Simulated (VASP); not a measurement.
Crystal: B.

```
B
1.0
     0.00000    1.48125    1.48125
     1.48125    0.00000    1.48125
     1.48125    1.48125    0.00000
B
1
Direct
  0.00000 0.00000 0.00000
```

This isn't the form of B at room conditions, which is rhombohedral.

| Property | Result |
| --- | --- |
| Program | VASP 6.6.1 |
| Task | relaxation of cell and atoms |
| Functional | PBE |
| Potentials or basis | VASP PAW PBE potentials, release 64 (B) |
| Cutoff | 600 eV |
| k mesh | 23 × 23 × 23 |
| Occupations | fermi-dirac, width 0.1 eV |
| Spin | no spin polarisation |

At the start: pressure -22.3 GPa; volume 6.50 Å³/atom.

Q: How do energy, volume and symmetry change on relaxing?

A: Over 3 steps the energy falls by 46.0 meV/atom and the volume is 5.89 Å³/atom (-9.4 %); space group Fm-3m (No. 225, to 0.1 Å) before and after.

Step by step:
| step | energy change (eV) | largest force (eV/Å) | pressure (GPa) | volume (Å³) |
| --- | --- | --- | --- | --- |
| 1 | 0.0000 | 0.0000 | -22.26 | 6.50 |
| 2 | -0.0399 | 0.0000 | 10.11 | 5.69 |
| 3 | -0.0460 | 0.0000 | 0.05 | 5.89 |

Final structure:
```xyz
1
Lattice="0.0000 1.4331 1.4331 1.4331 0.0000 1.4331 1.4331 1.4331 0.0000" Properties=species:S:1:pos:R:3 pbc="T T T"
B     0.0000    0.0000    0.0000
```
